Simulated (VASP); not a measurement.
**BP: single point with PBE**

BP:

```
CELL_PARAMETERS angstrom
0.00000 2.30826 2.34238
2.30826 0.00000 2.34238
2.30826 2.30826 0.00000
ATOMIC_POSITIONS crystal
B 0.00000 0.00000 0.00000
P 0.75000 0.75000 0.75000
```

This cell differs from its parent crystal: strain +0.015 along x and y, +0.030 along z.

```yaml
Program: VASP 6.6.1
Task: single point
Functional: PBE
Potentials_or_basis: VASP PAW PBE potentials, release 64 (B, P)
Cutoff: 520 eV
k_mesh: 10 × 10 × 10
Occupations: gaussian, width 0.05 eV
Spin: no spin polarisation
Dipole_correction: no
Further_INCAR_settings: ALGO = Normal; EDIFF = 1e-06; NBANDS = 11
```

```
Pressure               : -8.8 GPa
Band gap on the k mesh : 1.22 eV, indirect (least direct gap 3.24 eV)
```

Stress tensor (GPa, compression positive):
```
 -7.49   0.00   0.00
  0.00  -7.49   0.00
  0.00   0.00 -11.27
```

Levels at points of the mesh, in eV from the valence-band top:
| k point | band 1 | band 2 | band 3 | band 4 | band 5 | band 6 | band 7 | band 8 | band 9 |
| --- | --- | --- | --- | --- | --- | --- | --- | --- | --- |
| (0.00, 0.00, 0.00) | -14.93 | -0.14 | 0.00 | 0.00 | 3.24 | 3.24 | 3.32 | 6.34 | 11.04 |
| (0.50, 0.00, 0.00) | -11.85 | -8.62 | -1.81 | -1.63 | 3.33 | 4.58 | 4.69 | 9.85 | 14.06 |
| (0.50, 0.50, 0.00) | -10.50 | -8.37 | -3.83 | -3.83 | 1.52 | 1.80 | 11.46 | 11.46 | 14.31 |
| (0.50, 0.00, 0.50) | -10.38 | -8.25 | -3.98 | -3.96 | 1.36 | 1.61 | 11.33 | 11.59 | 14.43 |

Run time: 6.9 s on 1 thread of Intel(R) Xeon(R) 6975P-C (Granite Rapids), on a shared host, peak memory 0.15 GiB.

Caveat: the cell differs from its parent crystal (strain +0.015 along x and y, +0.030 along z). A k mesh can miss the band edges.
